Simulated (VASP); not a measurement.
A run of VASP 6.6.1 is set up as follows.

The input INCAR:

```
PREC = Accurate
ENCUT = 600
EDIFF = 1E-6
ISMEAR = 0
SIGMA = 0.1
LREAL = F
LASPH = T
NELM = 100
ALGO = Normal
ISIF = 3
LWAVE = F
LCHARG = F
GGA = PE
IBRION = 2
NSW = 100
EDIFFG = -0.005
```

KPOINTS

```
regular mesh
0
Gamma
  8 8 10
```

POSCAR

```
PbO2
1.0
    5.0810240466      0.0000000000      0.0000000000
    0.0000000000      5.0810240466      0.0000000000
    0.0000000000      0.0000000000      3.4425601251
Pb O
2 4
Direct
    0.0000000000      0.0000000000      0.0000000000
    0.5000000000      0.5000000000      0.5000000000
    0.3080075539      0.3080075539      0.0000000000
    0.1919924461      0.8080075539      0.5000000000
    0.6919924461      0.6919924461      0.0000000000
    0.8080075539      0.1919924461      0.5000000000
```

Potentials or basis: VASP PAW PBE potentials, release 64 (Pb_d, O).

The run is started by

```sh
$ cat potpaw_PBE.64/Pb_d/POTCAR potpaw_PBE.64/O/POTCAR > POTCAR
$ mpirun -np 1 vasp_std > vasp.out
```

(1) Estimate the relaxed volume.

(2) Estimate the relaxed cell.

Answers

(1) 14.83 Å³/atom.

(2) a = 5.081 Å, b = 5.081 Å, c = 3.446 Å, α = 90.00°, β = 90.00°, γ = 90.00°.
